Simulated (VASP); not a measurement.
# AlNi3 (Pm-3m) in VASP: relaxation of cell and atoms with PBE

Aim: the relaxation of cell and atoms of AlNi3 with PBE.

All numbers are computed with VASP 6.6.1; they aren't measurements. Logs are shortened: lines on timing, memory, paths and dates and some standing lists are left out, and cuts for length are marked.

## 1. The cell of the first run

Symmetry: Pm-3m, No. 221, cubic system. Conventional cell: a = 3.567 Å, b = 3.567 Å, c = 3.567 Å, α = 90.00°, β = 90.00°, γ = 90.00°. Within 3.3 Å of Al (site symmetry m-3m) lie 12 Ni at 2.52 Å. Ni (site symmetry 4/mmm) has 4 Al at 2.52 Å and 8 Ni at 2.52 Å within 3.3 Å.

## 2. Relaxation of cell and atoms, PBE, collinear spin, ferromagnetic start

The input, INCAR:

```
PREC = Accurate
ENCUT = 600
EDIFF = 1E-6
ISMEAR = 0
SIGMA = 0.1
LREAL = F
LASPH = T
NELM = 150
ALGO = Normal
ISIF = 3
LWAVE = F
LCHARG = F
ISPIN = 2
MAGMOM = 0 0.3 0.3 0.3
LORBIT = 11
LMAXMIX = 4
GGA = PE
IBRION = 2
NSW = 100
EDIFFG = -0.01
KPAR = 2
```

The input, KPOINTS:

```
regular mesh
0
Gamma
  14 14 14
```

The input, POSCAR:

```
AlNi3
1.0
    3.5667504330      0.0000000000      0.0000000000
    0.0000000000      3.5667504330      0.0000000000
    0.0000000000      0.0000000000      3.5667504330
Al Ni
1 3
Direct
    0.0000000000      0.0000000000      0.0000000000
    0.0000000000      0.5000000000      0.5000000000
    0.5000000000      0.0000000000      0.5000000000
    0.5000000000      0.5000000000      0.0000000000
```

Potentials or basis: VASP PAW PBE potentials, release 64 (Al, Ni).

On the command line:

```sh
$ cat potpaw_PBE.64/Al/POTCAR potpaw_PBE.64/Ni/POTCAR > POTCAR
$ mpirun -np 2 vasp_std > vasp.out
```

OUTCAR:

```text
PREC = Accurate
   ENCUT = 600
   EDIFF = 1E-6
   ISMEAR = 0
   LREAL = F
   LASPH = T
   NELM = 150
   ISIF = 3
   ISPIN = 2
   LORBIT = 11
   GGA = PE
   IBRION = 2
   NSW = 100
   EDIFFG = -0.01

 ion  position               nearest neighbor table
   1  0.000  0.000  0.000-   2 2.52   3 2.52   4 2.52   2 2.52   3 2.52   2 2.52   4 2.52   2 2.52
                             3 2.52   4 2.52   3 2.52   4 2.52
   2  0.000  0.500  0.500-   1 2.52   3 2.52   4 2.52   1 2.52   4 2.52   1 2.52   3 2.52   1 2.52
                             3 2.52   4 2.52   4 2.52   3 2.52
   3  0.500  0.000  0.500-   1 2.52   2 2.52   4 2.52   1 2.52   4 2.52   2 2.52   4 2.52   4 2.52
                             1 2.52   2 2.52   1 2.52   2 2.52
   4  0.500  0.500  0.000-   1 2.52   2 2.52   3 2.52   2 2.52   3 2.52   1 2.52   3 2.52   3 2.52
                             1 2.52   2 2.52   2 2.52   1 2.52

  LATTYP: Found a simple cubic cell.
 ALAT       =     3.5667504330

  Lattice vectors:

 A1 = (   3.5667504330,   0.0000000000,   0.0000000000)
 A2 = (   0.0000000000,   3.5667504330,   0.0000000000)
 A3 = (   0.0000000000,   0.0000000000,   3.5667504330)

Analysis of symmetry for initial positions (statically):
=====================================================================
 Subroutine PRICEL returns:
 Original cell was already a primitive cell.

 Routine SETGRP: Setting up the symmetry group for a
 simple cubic supercell.

 Subroutine GETGRP returns: Found 48 space group operations
 (whereof 48 operations were pure point group operations)
 out of a pool of 48 trial point group operations.

The static configuration has the point symmetry O_h .

Analysis of symmetry for dynamics (positions and initial velocities):
=====================================================================
 Subroutine PRICEL returns:
 Original cell was already a primitive cell.

 Routine SETGRP: Setting up the symmetry group for a
 simple cubic supercell.

 Subroutine GETGRP returns: Found 48 space group operations
 (whereof 48 operations were pure point group operations)
 out of a pool of 48 trial point group operations.

The dynamic configuration has the point symmetry O_h .

Analysis of structural, dynamic, and magnetic symmetry:
=====================================================================
 Subroutine PRICEL returns:
 Original cell was already a primitive cell.

 Routine SETGRP: Setting up the symmetry group for a
 simple cubic supercell.

 Subroutine GETGRP returns: Found 48 space group operations
 (whereof 48 operations were pure point group operations)
 out of a pool of 48 trial point group operations.

The overall configuration has the point symmetry O_h .

 Subroutine INISYM returns: Found 48 space group operations
 (whereof 48 operations are pure point group operations),
 and found     1 'primitive' translations

----------------------------------------------------------------------------------------

                                     Primitive cell

  volume of cell :      45.3752

  direct lattice vectors                    reciprocal lattice vectors
     3.566750433  0.000000000  0.000000000     0.280367247  0.000000000  0.000000000
     0.000000000  3.566750433  0.000000000     0.000000000  0.280367247  0.000000000
     0.000000000  0.000000000  3.566750433     0.000000000  0.000000000  0.280367247

  length of vectors
     3.566750433  3.566750433  3.566750433     0.280367247  0.280367247  0.280367247

  position of ions in fractional coordinates (direct lattice)
     0.000000000  0.000000000  0.000000000
     0.000000000  0.500000000  0.500000000
     0.500000000  0.000000000  0.500000000
     0.500000000  0.500000000  0.000000000

  ion indices of the primitive-cell ions
   primitive index   ion index
                 1           1
                 2           2
                 3           3
                 4           4

----------------------------------------------------------------------------------------

 KPOINTS: regular mesh

Automatic generation of k-mesh.
 Grid dimensions read from file:
 generate k-points for:   14   14   14

 Generating k-lattice:

  Cartesian coordinates                     Fractional coordinates (reciprocal lattice)
     0.020026232  0.000000000  0.000000000     0.071428571  0.000000000  0.000000000
     0.000000000  0.020026232  0.000000000     0.000000000  0.071428571  0.000000000
     0.000000000  0.000000000  0.020026232     0.000000000  0.000000000  0.071428571

  Length of vectors
     0.020026232  0.020026232  0.020026232

  Shift w.r.t. Gamma in fractional coordinates (k-lattice)
     0.000000000  0.000000000  0.000000000

 Subroutine IBZKPT returns following result:
 ===========================================

 Found    120 irreducible k-points:

 Following reciprocal coordinates:
            Coordinates               Weight
  0.000000  0.000000  0.000000      1.000000
  0.071429  0.000000  0.000000      6.000000
  0.142857  0.000000  0.000000      6.000000
  0.214286  0.000000  0.000000      6.000000
  0.285714  0.000000  0.000000      6.000000
  0.357143  0.000000  0.000000      6.000000
[... 16 lines left out ...]
  0.285714  0.214286  0.000000     24.000000
  0.357143  0.214286  0.000000     24.000000
 [... further k-points ...]
   k-points           NKPTS =    120   k-points in BZ     NKDIM =    120   number of bands    NBANDS=     20
   number of dos      NEDOS =    301   number of ions     NIONS =      4
   total plane-waves  NPLWV =  21952
   dimension x,y,z NGX =    28 NGY =   28 NGZ =   28
   dimension x,y,z NGXF=    56 NGYF=   56 NGZF=   56
   ions per type =               1   3
   NGX,Y,Z   is equivalent  to a cutoff of  13.05, 13.05, 13.05 a.u.
   NGXF,Y,Z  is equivalent  to a cutoff of  26.10, 26.10, 26.10 a.u.
 SYSTEM =  unknown system
   PREC   = accura    normal or accurate (medium, high low for compatibility)
   ISTART =      0    job   : 0-new  1-cont  2-samecut
   ICHARG =      2    charge: 1-file 2-atom 10-const
   ISPIN  =      2    spin polarized calculation?
   LNONCOLLINEAR =      F non collinear calculations
   LSORBIT =      F    spin-orbit coupling
   LASPH  =      T    aspherical Exc in radial PAW
   ENCUT  =  600.0 eV  44.10 Ry    6.64 a.u.   7.12  7.12  7.12*2*pi/ulx,y,z
   NELM   =    150;   NELMIN=  2; NELMDL= -5     # of ELM steps
   EDIFF  = 0.1E-05   stopping-criterion for ELM
   LREAL  =      F    real-space projection
   EDIFFG = -.1E-01   stopping-criterion for IOM
   NSW    =    100    number of steps for IOM
   IBRION =      2    ionic relax: 0-MD 1-quasi-New 2-CG
   NFREE  =      1    steps in history (QN), initial steepest desc. (CG)
   ISIF   =      3    stress and relaxation
   ISYM   =      2    0-nonsym 1-usesym 2-fastsym
   POTIM  = 0.5000    time-step for ionic-motion
   TEBEG  =    0.0;   TEEND  =   0.0 temperature during run
   PSTRESS=    0.0 pullay stress
   NELECT =      33.0000    total number of electrons
   NUPDOWN=      -1.0000    fix difference up-down
   EMIN   =  10.00;   EMAX   =-10.00  energy-range for DOS
   EFERMI =   0.00;   METHOD = LEGACY
   ISMEAR =     0;   SIGMA  =   0.10  broadening in eV -4-tet -1-fermi 0-gaus
   EFERMI_NEDOS =   21; number of points for ismear=-14 and -15
   IALGO  =     38    algorithm
   IMIX   =      4    mixing-type and parameters
     AMIX     =   0.40;   BMIX     =  1.00
     AMIX_MAG =   1.60;   BMIX_MAG =  1.00
  volume/ion in A,a.u.               =      11.34        76.55
  Fermi-wavevector in a.u.,A,eV,Ry     =   1.472222  2.782097 29.489795  2.167439
  Thomas-Fermi vector in A             =   2.587263
   LORBIT       =     11    0 simple, 1 ext, 2 COOP (PROOUT), +10 PAW based schemes
   GGA     = PE    functional components
   LHFCALC =     F    Hartree Fock is set to
   AEXX    =    0.0000 exact exchange contribution
   IVDW    =     0    specifies the selected vdW correction
   LEPSILON=     F    determine dielectric tensor
   LRPA    =     F    only Hartree local field effects (RPA)
 conjugate gradient relaxation of ions
 spin polarized calculation
 Gauss-broadening in eV      SIGMA  =   0.10
  energy-cutoff  :      600.00
  volume of cell :       45.38
 maximum number of plane-waves:      1532
   NGX = 15   NGY = 15   NGZ = 15

 number of electron      33.0000020 magnetization       0.7109109

 Free energy of the ion-electron system (eV)
  ---------------------------------------------------
  ext. energy  EPLUGINS =         0.00000000
  ---------------------------------------------------
  free energy    TOTEN  =       -21.90477350 eV

  energy without entropy =      -21.88796848  energy(sigma->0) =      -21.89637099

 E-fermi :   9.4323     XC(G=0): -12.6548

 val. band max:        9.4319455600   @ k =   0.3571   0.2143   0.0000
 cond. band min:       9.4339161236   @ k =   0.4286   0.2143   0.0714
 fundamental gap:      0.0019705635
 Fermi energy:         9.4323137951

 spin component 1

 k-point     1 :       0.0000    0.0000    0.0000
  band No.  band energies     occupation
      1      -0.4860      1.00000
      2       5.1645      1.00000
      3       5.8231      1.00000
      4       5.8231      1.00000
      5       6.1661      1.00000
      6       6.1661      1.00000
[... 12 lines left out ...]
     19      10.3008      0.00000
     20      15.9453      0.00000

 k-point     2 :       0.0714    0.0000    0.0000
  band No.  band energies     occupation
      1      -0.4239      1.00000
      2       5.1843      1.00000
      3       5.7862      1.00000
      4       5.8621      1.00000
      5       6.1762      1.00000
      6       6.1762      1.00000
[... 12 lines left out ...]
     19      10.5353      0.00000
     20      15.9418      0.00000
[... 465 lines left out ...]
      3       5.5846      1.00000
      4       6.1539      1.00000
      5       6.2509      1.00000
      6       6.4353      1.00000
[... 12 lines left out ...]
     19      13.2047      0.00000
     20      14.6902      0.00000

 k-point    24 :       0.3571    0.2143    0.0000
  band No.  band energies     occupation
      1       1.5111      1.00000
      2       4.3765      1.00000
      3       5.7642      1.00000
      4       6.2044      1.00000
      5       6.3035      1.00000
      6       6.6133      1.00000
[... 12 lines left out ...]
     19      13.7690      0.00000
     20      13.9066      0.00000

 [... further k-points ...]

 spin component 2

 k-point     1 :       0.0000    0.0000    0.0000
  band No.  band energies     occupation
      1      -0.5166      1.00000
      2       5.2425      1.00000
      3       5.9749      1.00000
      4       5.9749      1.00000
      5       6.4538      1.00000
      6       6.4538      1.00000
[... 12 lines left out ...]
     19      10.2643      0.00000
     20      16.0336      0.00000

 k-point     2 :       0.0714    0.0000    0.0000
  band No.  band energies     occupation
      1      -0.4546      1.00000
      2       5.2616      1.00000
      3       5.9318      1.00000
      4       6.0149      1.00000
      5       6.4612      1.00000
      6       6.4612      1.00000
[... 12 lines left out ...]
     19      10.5678      0.00000
     20      16.0288      0.00000
[... 465 lines left out ...]
      3       5.6648      1.00000
      4       6.2757      1.00000
      5       6.4833      1.00000
      6       6.6738      1.00000
[... 12 lines left out ...]
     19      13.2775      0.00000
     20      14.7493      0.00000

 k-point    24 :       0.3571    0.2143    0.0000
  band No.  band energies     occupation
      1       1.4816      1.00000
      2       4.3872      1.00000
      3       5.8577      1.00000
      4       6.3222      1.00000
      5       6.5123      1.00000
      6       6.8451      1.00000
[... 12 lines left out ...]
     19      13.8443      0.00000
     20      13.9730      0.00000

 [... further k-points ...]

------------------------ aborting loop because EDIFF is reached ----------------------------------------

  FORCE on cell =-STRESS in cart. coord.  units (eV):
  Direction    XX          YY          ZZ          XY          YZ          ZX
  --------------------------------------------------------------------------------------
  -------------------------------------------------------------------------------------
  Total        0.0143907      0.0143907      0.0143907      0.0000000     -0.0000000      0.0000000
  in kB        0.5081306      0.5081306      0.5081306      0.0000000     -0.0000000      0.0000000
  external PRESSURE =       0.5081306 kB  Pullay stress =       0.0000000 kB

 VOLUME and BASIS-vectors are now :
 -----------------------------------------------------------------------------
  energy-cutoff  :      600.00
  volume of cell :       45.38
      direct lattice vectors                 reciprocal lattice vectors
     3.566750433  0.000000000  0.000000000     0.280367247  0.000000000  0.000000000
     0.000000000  3.566750433  0.000000000     0.000000000  0.280367247  0.000000000
     0.000000000  0.000000000  3.566750433     0.000000000  0.000000000  0.280367247

 POSITION                                       TOTAL-FORCE (eV/Angst)
 -----------------------------------------------------------------------------------
      0.00000      0.00000      0.00000         0.000000      0.000000      0.000000
      0.00000      1.78338      1.78338         0.000000      0.000000      0.000000
      1.78338      0.00000      1.78338         0.000000      0.000000      0.000000
      1.78338      1.78338      0.00000         0.000000      0.000000      0.000000
 -----------------------------------------------------------------------------------
    total drift:                                0.000000      0.000000      0.000000

  FREE ENERGIE OF THE ION-ELECTRON SYSTEM (eV)
  ---------------------------------------------------
  free  energy   TOTEN  =       -21.9047735026 eV

  energy  without entropy=      -21.8879684780  energy(sigma->0) =      -21.89637099

 reached required accuracy - stopping structural energy minimisation

 total charge

# of ion       s       p       d       tot
------------------------------------------
    1        0.408   0.390   0.000   0.798
    2        0.491   0.512   8.378   9.380
    3        0.491   0.512   8.378   9.380
    4        0.491   0.512   8.378   9.380
--------------------------------------------------
tot          1.879   1.925  25.133  28.937

 magnetization (x)

# of ion       s       p       d       tot
------------------------------------------
    1       -0.001  -0.008   0.000  -0.009
    2       -0.003  -0.010   0.267   0.255
    3       -0.003  -0.010   0.267   0.255
    4       -0.003  -0.010   0.267   0.255
--------------------------------------------------
tot         -0.010  -0.037   0.802   0.755
```

Run time: 49 s. Hardware: 2 MPI ranks of Intel Xeon 6975P-C (Granite Rapids), shared host; peak memory 0.31 GiB.

What came out:

```yaml
Free_energy: -21.9048 eV
Pressure_after_relaxing: 0.1 GPa
Net_moment: 0.71 μB per cell
Site_moments: Al -0.01; Ni +0.26 μB
Valence_electrons_inside_the_program's_atomic_spheres: Al 0.80; Ni 9.38
```

Final structure:
```cif
data_structure
_symmetry_space_group_name_H-M 'P 1'
_symmetry_Int_Tables_number 1
_cell_length_a 3.5668
_cell_length_b 3.5668
_cell_length_c 3.5668
_cell_angle_alpha 90.000
_cell_angle_beta 90.000
_cell_angle_gamma 90.000
_cell_volume 45.38
loop_
_atom_site_label
_atom_site_type_symbol
_atom_site_fract_x
_atom_site_fract_y
_atom_site_fract_z
_atom_site_occupancy
Al1 Al 0.00000 0.00000 0.00000 1
Ni1 Ni 0.00000 0.50000 0.50000 1
Ni2 Ni 0.50000 0.00000 0.50000 1
Ni3 Ni 0.50000 0.50000 0.00000 1
```

Caveat: the relaxation stopped at its first step, so nothing moved.
